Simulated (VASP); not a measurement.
Here is a VASP 6.6.1 calculation.

Contents of POSCAR:

```
Ba2SeO
1.0
    4.4010517887      0.0000000000      0.0000000000
    0.0000000000      4.4010517887      0.0000000000
    0.0000000000      0.0000000000      6.2351468621
O Ba Se
1 2 1
Direct
    0.0000000000      0.0000000000      0.0000000000
    0.0000000000      0.0000000000      0.5000000000
    0.5000000000      0.5000000000      0.0000000000
    0.5000000000      0.5000000000      0.5000000000
```

INCAR.step1

```
ALGO = Normal
EDIFF = 1E-4
ENCUT = 520
GGA = PE
ISMEAR = 0
LASPH = T
LCHARG = F
LREAL = F
LWAVE = T
NBANDS = 24
NELM = 100
PREC = Accurate
SIGMA = 0.01
```

The input INCAR.step2:

```
ALGO = Normal
EDIFF = 1E-6
ENCUT = 520
ISIF = 2
ISMEAR = 0
ISTART = 1
LASPH = T
LCHARG = T
LELF = T
LMIXTAU = T
LREAL = F
LVHAR = T
LWAVE = F
METAGGA = R2SCAN
NBANDS = 24
NELM = 100
PREC = Accurate
SIGMA = 0.01
```

Contents of KPOINTS:

```
k-points
0
Gamma
  6 6 4
```

Potentials or basis: VASP PAW PBE potentials, release 64 (O, Ba_sv, Se).

Command:

```console
$ cat potpaw_PBE.64/O/POTCAR potpaw_PBE.64/Ba_sv/POTCAR potpaw_PBE.64/Se/POTCAR > POTCAR
$ cp INCAR.step1 INCAR
$ mpirun -np 1 vasp_std > vasp.out
$ cp INCAR.step2 INCAR
$ mpirun -np 1 vasp_std > vasp.out
```

Q: Estimate the band gap on the k mesh.

A: 1.75 eV.

Q: What does it give for the pressure?

A: 0.7 GPa.

Caveat: the PAW data sets were made with another functional, which shifts forces and pressure a little; spin-orbit coupling is left out, which moves the levels of the heavy elements. A k mesh can miss the band edges.
